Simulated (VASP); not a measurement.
# TaN (I4_1/amd) in VASP: further runs

TaN is run at these levels: PBE; tasks: single point, relaxation of cell and atoms.

All numbers are computed with VASP 6.6.1; they aren't measurements. Logs are shortened: lines on timing, memory, paths and dates and some standing lists are left out, and cuts for length are marked.

**1. The cell of the first run**

It takes space group I4_1/amd (No. 141, tetragonal). The conventional cell has a = 5.421 Å, b = 5.421 Å, c = 4.000 Å, α = 90.00°, β = 90.00°, γ = 90.00°. Within 2.6 Å of Ta (site symmetry -4m2) lie 2 N at 2.00 Å. N (site symmetry -4m2) has 2 Ta at 2.00 Å within 2.6 Å.

**2. Single point, PBE**

INCAR

```
SYSTEM = TaN
  PREC = Accurate
  ENCUT = 520
  EDIFF = 1E-7
  ISMEAR = 0
  SIGMA = 0.1
  LREAL = .False.
  LASPH = .True.
  NELM = 100
  ALGO = Normal
  ISIF = 2
  LWAVE = .False.
  LCHARG = .True.
  GGA = PE
  LELF = .True.
  LVHAR = .True.
  NBANDS = 24
```

KPOINTS

```
regular mesh
0
Gamma
  6 6 6
  0 0 0
```

POSCAR

```
TaN
1.0
   -2.7106921111      2.7106921111      1.9999382158
    2.7106921111     -2.7106921111      1.9999382158
    2.7106921111      2.7106921111     -1.9999382158
Ta N
2 2
Direct
    0.7500000000      0.2500000000      0.5000000000
    0.0000000000      0.0000000000      0.0000000000
    0.5000000000      0.5000000000      0.0000000000
    0.2500000000      0.7500000000      0.5000000000
```

Potentials or basis: VASP PAW PBE potentials, release 64 (Ta_pv, N).

The run is started by

```bash
$ cat potpaw_PBE.64/Ta_pv/POTCAR potpaw_PBE.64/N/POTCAR > POTCAR
$ mpirun -np 1 vasp_std > vasp.out
```

OUTCAR:

```text
SYSTEM = TaN
   PREC = Accurate
   ENCUT = 520
   EDIFF = 1E-7
   ISMEAR = 0
   LREAL = .False.
   LASPH = .True.
   NELM = 100
   ISIF = 2
   GGA = PE

 ion  position               nearest neighbor table
   1  0.750  0.250  0.500-   4 2.00   4 2.00   2 2.89   2 2.89   2 2.89   2 2.89
   2  0.000  0.000  0.000-   3 2.00   3 2.00   1 2.89   1 2.89   1 2.89   1 2.89
   3  0.500  0.500  0.000-   2 2.00   2 2.00
   4  0.250  0.750  0.500-   1 2.00   1 2.00

  LATTYP: Found a body centered tetragonal cell.
 ALAT       =     5.4213842222
 C/A-ratio  =     0.7377961546

  Lattice vectors:

 A1 = (  -2.7106921111,   2.7106921111,   1.9999382158)
 A2 = (   2.7106921111,  -2.7106921111,   1.9999382158)
 A3 = (   2.7106921111,   2.7106921111,  -1.9999382158)

Analysis of symmetry for initial positions (statically):
=====================================================================
 Subroutine PRICEL returns:
 Original cell was already a primitive cell.

 Routine SETGRP: Setting up the symmetry group for a
 body centered tetragonal supercell.

 Subroutine GETGRP returns: Found 16 space group operations
 (whereof  8 operations were pure point group operations)
 out of a pool of 16 trial point group operations.

The static configuration has the point symmetry D_2d.
 The point group associated with its full space group is D_4h.

Analysis of symmetry for dynamics (positions and initial velocities):
=====================================================================
 Subroutine PRICEL returns:
 Original cell was already a primitive cell.

 Routine SETGRP: Setting up the symmetry group for a
 body centered tetragonal supercell.

 Subroutine GETGRP returns: Found 16 space group operations
 (whereof  8 operations were pure point group operations)
 out of a pool of 16 trial point group operations.

The dynamic configuration has the point symmetry D_2d.
 The point group associated with its full space group is D_4h.

 Subroutine INISYM returns: Found 16 space group operations
 (whereof  8 operations are pure point group operations),
 and found     1 'primitive' translations

----------------------------------------------------------------------------------------

                                     Primitive cell

  volume of cell :      58.7810

  direct lattice vectors                    reciprocal lattice vectors
    -2.710692111  2.710692111  1.999938216     0.000000000  0.184454737  0.250007723
     2.710692111 -2.710692111  1.999938216     0.184454737  0.000000000  0.250007723
     2.710692111  2.710692111 -1.999938216     0.184454737  0.184454737  0.000000000

  length of vectors
     4.323824269  4.323824269  4.323824269     0.310688609  0.310688609  0.260858390

  position of ions in fractional coordinates (direct lattice)
     0.750000000  0.250000000  0.500000000
     0.000000000  0.000000000  0.000000000
     0.500000000  0.500000000  0.000000000
     0.250000000  0.750000000  0.500000000

  ion indices of the primitive-cell ions
   primitive index   ion index
                 1           1
                 2           2
                 3           3
                 4           4

----------------------------------------------------------------------------------------

 KPOINTS: regular mesh

Automatic generation of k-mesh.
 Grid dimensions read from file:
 generate k-points for:    6    6    6

 Generating k-lattice:

  Cartesian coordinates                     Fractional coordinates (reciprocal lattice)
     0.000000000  0.030742456  0.041667954     0.166666667  0.000000000  0.000000000
     0.030742456  0.000000000  0.041667954     0.000000000  0.166666667  0.000000000
     0.030742456  0.030742456  0.000000000     0.000000000  0.000000000  0.166666667

  Length of vectors
     0.051781435  0.051781435  0.043476398

  Shift w.r.t. Gamma in fractional coordinates (k-lattice)
     0.000000000  0.000000000  0.000000000

 Subroutine IBZKPT returns following result:
 ===========================================

 Found     30 irreducible k-points:

 Following reciprocal coordinates:
            Coordinates               Weight
  0.000000  0.000000  0.000000      1.000000
  0.166667  0.000000 -0.000000      8.000000
  0.333333  0.000000 -0.000000      8.000000
  0.500000  0.000000 -0.000000      4.000000
  0.166667  0.166667 -0.000000      8.000000
  0.333333  0.166667 -0.000000     16.000000
[... 16 lines left out ...]
 -0.333333 -0.333333  0.166667      8.000000
 -0.166667 -0.333333  0.166667      8.000000
 [... further k-points ...]
   k-points           NKPTS =     30   k-points in BZ     NKDIM =     30   number of bands    NBANDS=     24
   number of dos      NEDOS =    301   number of ions     NIONS =      4
   total plane-waves  NPLWV =  32768
   dimension x,y,z NGX =    32 NGY =   32 NGZ =   32
   dimension x,y,z NGXF=    64 NGYF=   64 NGZF=   64
   ions per type =               2   2
   NGX,Y,Z   is equivalent  to a cutoff of  12.30, 12.30, 12.30 a.u.
   NGXF,Y,Z  is equivalent  to a cutoff of  24.61, 24.61, 24.61 a.u.
 SYSTEM =  TaN
   PREC   = accura    normal or accurate (medium, high low for compatibility)
   ISTART =      0    job   : 0-new  1-cont  2-samecut
   ICHARG =      2    charge: 1-file 2-atom 10-const
   ISPIN  =      1    spin polarized calculation?
   LNONCOLLINEAR =      F non collinear calculations
   LSORBIT =      F    spin-orbit coupling
   LASPH  =      T    aspherical Exc in radial PAW
   ENCUT  =  520.0 eV  38.22 Ry    6.18 a.u.   8.04  8.04  8.04*2*pi/ulx,y,z
   NELM   =    100;   NELMIN=  2; NELMDL= -5     # of ELM steps
   EDIFF  = 0.1E-06   stopping-criterion for ELM
   LREAL  =      F    real-space projection
   EDIFFG = 0.1E-05   stopping-criterion for IOM
   NSW    =      0    number of steps for IOM
   IBRION =     -1    ionic relax: 0-MD 1-quasi-New 2-CG
   NFREE  =      0    steps in history (QN), initial steepest desc. (CG)
   ISIF   =      2    stress and relaxation
   ISYM   =      2    0-nonsym 1-usesym 2-fastsym
   POTIM  = 0.5000    time-step for ionic-motion
   TEBEG  =    0.0;   TEEND  =   0.0 temperature during run
   PSTRESS=    0.0 pullay stress
   NELECT =      32.0000    total number of electrons
   NUPDOWN=      -1.0000    fix difference up-down
   EMIN   =  10.00;   EMAX   =-10.00  energy-range for DOS
   EFERMI =   0.00;   METHOD = LEGACY
   ISMEAR =     0;   SIGMA  =   0.10  broadening in eV -4-tet -1-fermi 0-gaus
   EFERMI_NEDOS =   21; number of points for ismear=-14 and -15
   IALGO  =     38    algorithm
   IMIX   =      4    mixing-type and parameters
     AMIX     =   0.40;   BMIX     =  1.00
     AMIX_MAG =   1.60;   BMIX_MAG =  1.00
  volume/ion in A,a.u.               =      14.70        99.17
  Fermi-wavevector in a.u.,A,eV,Ry     =   1.336737  2.526066 24.311771  1.786865
  Thomas-Fermi vector in A             =   2.465340
   LORBIT       =      0    0 simple, 1 ext, 2 COOP (PROOUT), +10 PAW based schemes
   GGA     = PE    functional components
   LHFCALC =     F    Hartree Fock is set to
   AEXX    =    0.0000 exact exchange contribution
   IVDW    =     0    specifies the selected vdW correction
   LEPSILON=     F    determine dielectric tensor
   LRPA    =     F    only Hartree local field effects (RPA)
 non-spin polarized calculation
 Gauss-broadening in eV      SIGMA  =   0.10
  energy-cutoff  :      520.00
  volume of cell :       58.78
 maximum number of plane-waves:      1612
   NGX = 17   NGY = 17   NGZ = 17

 number of electron      31.9999999 magnetization

 Free energy of the ion-electron system (eV)
  ---------------------------------------------------
  ext. energy  EPLUGINS =         0.00000000
  ---------------------------------------------------
  free energy    TOTEN  =       -38.18346024 eV

  energy without entropy =      -38.16692890  energy(sigma->0) =      -38.17519457

 E-fermi :   4.5581     XC(G=0): -11.5462

 val. band max:        4.5410758725   @ k =  -0.3333   0.3333   0.0000
 cond. band min:       4.5629409887   @ k =  -0.1667   0.5000   0.1667
 fundamental gap:      0.0218651163
 Fermi energy:         4.5581447793

 k-point     1 :       0.0000    0.0000    0.0000
  band No.  band energies     occupation
      1     -30.2878      2.00000
      2     -30.2878      2.00000
      3     -30.0249      2.00000
      4     -29.9743      2.00000
      5     -29.7437      2.00000
      6     -29.7437      2.00000
[... 16 lines left out ...]
     23       9.6207      0.00000
     24      10.3718      0.00000

 k-point     2 :       0.1667    0.0000   -0.0000
  band No.  band energies     occupation
      1     -30.2956      2.00000
      2     -30.2660      2.00000
      3     -30.0495      2.00000
      4     -29.9819      2.00000
      5     -29.7672      2.00000
      6     -29.7364      2.00000
[... 16 lines left out ...]
     23       9.4679      0.00000
     24      11.0290      0.00000

 k-point     3 :       0.3333    0.0000   -0.0000
  band No.  band energies     occupation
      1     -30.3107      2.00000
      2     -30.2282      2.00000
      3     -30.1129      2.00000
      4     -29.9667      2.00000
      5     -29.8230      2.00000
      6     -29.7223      2.00000
[... 16 lines left out ...]
     23       9.3328      0.00000
     24      10.3964      0.00000

 k-point     4 :       0.5000    0.0000   -0.0000
  band No.  band energies     occupation
      1     -30.3180      2.00000
      2     -30.2053      2.00000
      3     -30.1601      2.00000
      4     -29.9162      2.00000
      5     -29.8818      2.00000
      6     -29.7154      2.00000
[... 16 lines left out ...]
     23       9.7468      0.00000
     24      10.3339      0.00000

 k-point     5 :       0.1667    0.1667   -0.0000
  band No.  band energies     occupation
      1     -30.2967      2.00000
      2     -30.2677      2.00000
      3     -30.0781      2.00000
      4     -30.0089      2.00000
      5     -29.7673      2.00000
      6     -29.7408      2.00000
[... 451 lines left out ...]
 k-point    22 :      -0.1667    0.5000    0.1667
  band No.  band energies     occupation
      1     -30.3325      2.00000
      2     -30.2627      2.00000
      3     -30.0954      2.00000
      4     -29.9879      2.00000
      5     -29.7917      2.00000
      6     -29.7048      2.00000
[... 16 lines left out ...]
     23       9.2448      0.00000
     24       9.6360      0.00000

 k-point    23 :      -0.3333   -0.3333    0.1667
  band No.  band energies     occupation
      1     -30.3304      2.00000
      2     -30.3063      2.00000
      3     -30.0574      2.00000
      4     -30.0338      2.00000
      5     -29.7328      2.00000
      6     -29.7153      2.00000
[... 16 lines left out ...]
     23       9.2294      0.00000
     24      10.2629      0.00000

 k-point    24 :      -0.1667   -0.3333    0.1667
  band No.  band energies     occupation
      1     -30.3197      2.00000
      2     -30.3013      2.00000
      3     -30.0744      2.00000
      4     -30.0446      2.00000
      5     -29.7386      2.00000
      6     -29.7136      2.00000
[... 16 lines left out ...]
     23      10.2796      0.00000
     24      10.3017      0.00000

 [... further k-points ...]
[... 5 lines left out ...]
  --------------------------------------------------------------------------------------
  -------------------------------------------------------------------------------------
  Total       -0.0110355     -0.0110355      0.3827862      0.0000000      0.0000000      0.0000000
  in kB       -0.3007929     -0.3007929     10.4334960      0.0000000      0.0000000      0.0000000
  external PRESSURE =       3.2773034 kB  Pullay stress =       0.0000000 kB

 VOLUME and BASIS-vectors are now :
 -----------------------------------------------------------------------------
  energy-cutoff  :      520.00
  volume of cell :       58.78
      direct lattice vectors                 reciprocal lattice vectors
    -2.710692111  2.710692111  1.999938216     0.000000000  0.184454737  0.250007723
     2.710692111 -2.710692111  1.999938216     0.184454737  0.000000000  0.250007723
     2.710692111  2.710692111 -1.999938216     0.184454737  0.184454737  0.000000000

 POSITION                                       TOTAL-FORCE (eV/Angst)
 -----------------------------------------------------------------------------------
      0.00000      2.71069      0.99997         0.000000     -0.000000     -0.000000
      0.00000      0.00000      0.00000        -0.000000      0.000000      0.000000
      0.00000      0.00000      1.99994        -0.000000      0.000000      0.000000
      2.71069      0.00000      0.99997        -0.000000      0.000000      0.000000
 -----------------------------------------------------------------------------------
    total drift:                                0.000000     -0.000000      0.000000

  FREE ENERGIE OF THE ION-ELECTRON SYSTEM (eV)
  ---------------------------------------------------
  free  energy   TOTEN  =       -38.1834602410 eV

  energy  without entropy=      -38.1669289049  energy(sigma->0) =      -38.17519457
```

Run time: 17 s. Hardware: 1 thread of Intel Xeon 6975P-C (Granite Rapids), shared host; peak memory 0.19 GiB.

What came out:

- Free energy: -38.1835 eV
- Pressure: 0.3 GPa
- Band gap on the k mesh: zero (band 16 reaches 5.20 eV, above the bottom of band 17 at 3.50 eV)

Caveat: spin-orbit coupling is left out, which moves the levels of the heavy elements.

**3. Relaxation of cell and atoms, PBE**

This run uses another cell than the first one, of 10.97 Å³/atom, 0.747 times its volume.

INCAR

```
SYSTEM = TaN
PREC = Accurate ; ENCUT = 600
EDIFF = 1E-6 ; ISMEAR = 0
SIGMA = 0.1 ; LREAL = .FALSE.
LASPH = .TRUE. ; NELM = 80
ALGO = Normal ; ISIF = 3
LWAVE = .FALSE. ; LCHARG = .FALSE.
GGA = PE ; IBRION = 2
NSW = 90 ; EDIFFG = -0.04
```

KPOINTS

```
Automatic mesh
0
G
  6 6 6
  0 0 0
```

POSCAR

```
TaN
1.0
   -2.3358360900      2.3358360900      2.0114767000
    2.3358360900     -2.3358360900      2.0114767000
    2.3358360900      2.3358360900     -2.0114767000
Ta N
2 2
Direct
    0.7500000000      0.2500000000      0.5000000000
    0.0000000000      0.0000000000      0.0000000000
    0.5000000000      0.5000000000      0.0000000000
    0.2500000000      0.7500000000      0.5000000000
```

Potentials or basis: VASP PAW PBE potentials, release 64 (Ta_pv, N).

The run is started by

```bash
$ cat potpaw_PBE.64/Ta_pv/POTCAR potpaw_PBE.64/N/POTCAR > POTCAR
$ mpirun -np 1 vasp_std > vasp.out
```

It took 95 s on 1 thread of Intel Xeon 6975P-C (Granite Rapids), shared host; peak memory 0.2 GiB.

It converged, with:

```
Free energy                            : -38.1688 eV
Relaxed volume                         : 14.65 Å³/atom
Relaxed cell                           : a = 4.317 Å, b = 4.317 Å, c = 4.317 Å, α = 102.42°, β = 102.42°, γ = 124.73°
Space group after relaxing (to 0.05 Å) : I4_1/amd (No. 141)
Energy gained by relaxing              : 567.6 meV/atom
Ionic steps                            : 9
Pressure after relaxing                : 0.0 GPa
Band gap on the k mesh                 : zero (band 16 reaches 5.25 eV, above the bottom of band 17 at 3.53 eV)
```

Stress tensor (GPa, compression positive):
```
 0.01  0.00  0.00
 0.00  0.01  0.00
 0.00  0.00 -0.08
```

The path:
```tsv
step	energy change (eV)	largest force (eV/Å)	pressure (GPa)	volume (Å³)
1	0.0000	0.0000	53.02	43.90
2	-0.2113	0.0000	-31.33	71.07
3	-1.6915	0.0000	-7.41	55.80
4	-1.0181	0.0000	28.99	59.26
5	-2.2626	0.0000	1.60	57.49
6	-2.2641	0.0000	2.20	57.56
7	-2.2640	0.0000	2.50	57.59
8	-2.2662	0.0000	-1.96	59.41
9	-2.2705	0.0000	-0.02	58.59
```

Final structure:
```yaml
crystal:
  lattice:
    - [-2.70447, 2.70447, 2.00257]
    - [2.70447, -2.70447, 2.00257]
    - [2.70447, 2.70447, -2.00257]
  atoms:
    - { symbol: Ta, position: [0.75000, 0.25000, 0.50000] }
    - { symbol: Ta, position: [0.00000, 0.00000, 0.00000] }
    - { symbol: N, position: [0.50000, 0.50000, 0.00000] }
    - { symbol: N, position: [0.25000, 0.75000, 0.50000] }
```

Levels at points of the mesh, in eV from the Fermi level:
| k point | band 12 | band 13 | band 14 | band 15 | band 16 | band 17 | band 18 | band 19 | band 20 |
| --- | --- | --- | --- | --- | --- | --- | --- | --- | --- |
| (0.00, 0.00, 0.00) | -2.73 | -2.36 | -1.77 | -1.77 | -1.48 | -0.41 | 0.59 | 0.59 | 1.98 |
| (0.50, 0.00, 0.00) | -4.86 | -3.87 | -2.37 | -1.43 | -0.10 | 1.10 | 1.91 | 1.93 | 3.70 |
| (0.50, 0.50, 0.00) | -3.03 | -1.41 | -1.41 | -0.53 | -0.53 | 0.25 | 0.25 | 1.33 | 1.33 |
| (0.50, 0.50, 0.50) | -2.38 | -0.89 | -0.89 | -0.51 | -0.51 | 0.96 | 0.96 | 1.57 | 1.57 |

Caveat: the volume moved by over 15 % at a fixed basis, so the end points are rough; spin-orbit coupling is left out, which moves the levels of the heavy elements.

**4. Single point, PBE**

INCAR

```
SYSTEM = TaN
  PREC = Accurate
  ENCUT = 600
  EDIFF = 1E-6
  ISMEAR = 0
  SIGMA = 0.1
  LREAL = .False.
  LASPH = .True.
  NELM = 120
  ALGO = Normal
  ISIF = 2
  LWAVE = .False.
  LCHARG = .True.
  GGA = PE
  LELF = .True.
  LVHAR = .True.
  NBANDS = 26
  GGA_COMPAT = .False.
```

KPOINTS

```
regular mesh
0
Gamma
  6 6 6
  0 0 0
```

POSCAR

```
TaN
1.0
   -2.7106921111      2.7106921111      1.9999382158
    2.7106921111     -2.7106921111      1.9999382158
    2.7106921111      2.7106921111     -1.9999382158
Ta N
2 2
Direct
    0.7500000000      0.2500000000      0.5000000000
    0.0000000000      0.0000000000      0.0000000000
    0.5000000000      0.5000000000      0.0000000000
    0.2500000000      0.7500000000      0.5000000000
```

Potentials or basis: VASP PAW PBE potentials, release 64 (Ta_sv_GW, N).

The run is started by

```bash
$ cat potpaw_PBE.64/Ta_sv_GW/POTCAR potpaw_PBE.64/N/POTCAR > POTCAR
$ mpirun -np 1 vasp_std > vasp.out
```

It took 41 s on 1 thread of Intel Xeon Platinum 8559C (Emerald Rapids), shared host; peak memory 0.23 GiB.

It converged, with:

| Property | Result |
| --- | --- |
| Free energy | -43.2147 eV |
| Pressure | -0.2 GPa |
| Band gap on the k mesh | zero (band 18 reaches 8.28 eV, above the bottom of band 19 at 6.59 eV) |

Stress tensor (GPa, compression positive):
```
-0.29  0.00  0.00
 0.00 -0.29  0.00
 0.00  0.00  0.02
```

Levels at points of the mesh, in eV from the Fermi level:
| k point | band 14 | band 15 | band 16 | band 17 | band 18 | band 19 | band 20 | band 21 | band 22 | band 23 |
| --- | --- | --- | --- | --- | --- | --- | --- | --- | --- | --- |
| (0.00, 0.00, 0.00) | -2.71 | -2.33 | -1.76 | -1.76 | -1.46 | -0.41 | 0.60 | 0.60 | 1.96 | 1.96 |
| (0.50, 0.00, 0.00) | -4.86 | -3.88 | -2.39 | -1.43 | -0.10 | 1.09 | 1.89 | 1.93 | 3.73 | 4.23 |
| (0.50, 0.50, 0.00) | -3.02 | -1.40 | -1.40 | -0.52 | -0.52 | 0.26 | 0.26 | 1.32 | 1.32 | 3.79 |
| (0.50, 0.50, 0.50) | -2.36 | -0.90 | -0.90 | -0.52 | -0.52 | 0.96 | 0.96 | 1.57 | 1.57 | 2.19 |

Caveat: spin-orbit coupling is left out, which moves the levels of the heavy elements.

**5. Overview**

| task | potentials or basis | cell | cutoff (eV) | second run | gap on the mesh (eV) | pressure (GPa) |
| --- | --- | --- | --- | --- | --- | --- |
| single point | VASP PAW PBE potentials, release 64 (Ta_pv, N) | a = 4.324 Å, angles 102.4, 102.4, 124.9°, 4 atoms | 520 | - | none | 0.3 |
| relaxation of cell and atoms | VASP PAW PBE potentials, release 64 (Ta_pv, N) | relaxed from a = 3.868 Å, angles 105.7, 105.7, 117.3°, 4 atoms | 600 | - | none | 0.0 |
| single point | VASP PAW PBE potentials, release 64 (Ta_sv_GW, N) | a = 4.324 Å, angles 102.4, 102.4, 124.9°, 4 atoms | 600 | valence_matched | none | -0.2 |

Alike in all rows: level PBE; no spin polarisation; k mesh 6 × 6 × 6; smearing gaussian 0.1 eV.

Caveats: spin-orbit coupling is left out, which moves the levels of the heavy elements; the volume moved by over 15 % at a fixed basis, so the end points are rough (some runs).

Absolute energies hang on the potentials; compare differences alone.
